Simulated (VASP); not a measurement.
Set up this calculation in VASP 6.6.1, as the native input.

```yaml
Task: single point
Functional: PBEsol
Potentials_or_basis: VASP PAW PBE potentials, release 64 (Zn, Se)
Cutoff: 520 eV
k_mesh: 8 × 8 × 6
Occupations: gaussian, width 0.05 eV
Spin: no spin polarisation
Dipole_correction: no
Further_INCAR_settings: ALGO = Normal; EDIFF = 1e-07; NBANDS = 26
```

The structure of ZnSe lies in POSCAR:

```
ZnSe
1.0
    3.8967330728      0.0000000000      0.0000000000
    0.0000000000      3.8967330728      0.0000000000
    0.0000000000      0.0000000000      5.3509728174
Zn Se
2 2
Direct
    0.0000000000      0.0000000000      0.0000000000
    0.5000000000      0.5000000000      0.0000000000
    0.0000000000      0.5000000000      0.2862553369
    0.5000000000      0.0000000000      0.7137446631
```

This cell differs from its parent crystal: atoms shifted along a free coordinate.

One way to write it, as run:

INCAR

```
SYSTEM = ZnSe
  PREC = Accurate
  ENCUT = 520
  EDIFF = 1E-7
  ISMEAR = 0
  SIGMA = 0.05
  LREAL = .False.
  LASPH = .True.
  NELM = 100
  ALGO = Normal
  ISIF = 2
  LWAVE = .False.
  LCHARG = .False.
  GGA = PS
  NBANDS = 26
```

KPOINTS

```
regular mesh
0
Gamma
  8 8 6
  0 0 0
```

Potentials or basis: VASP PAW PBE potentials, release 64 (Zn, Se).

Launch:

```console
$ cat potpaw_PBE.64/Zn/POTCAR potpaw_PBE.64/Se/POTCAR > POTCAR
$ mpirun -np 1 vasp_std > vasp.out
```

Results of the run:

The pressure is 3.7 GPa and the largest force is 0.022 eV/Å. The band gap on the k mesh is 1.54 eV.

Caveat: the cell differs from its parent crystal (atoms shifted along a free coordinate); the cell stands under pressure; the PAW data sets were made with another functional, which shifts forces and pressure a little.

Wall time 45 s on 1 thread of Intel(R) Xeon(R) 6975P-C (Granite Rapids) (shared host), peak memory 0.24 GiB.
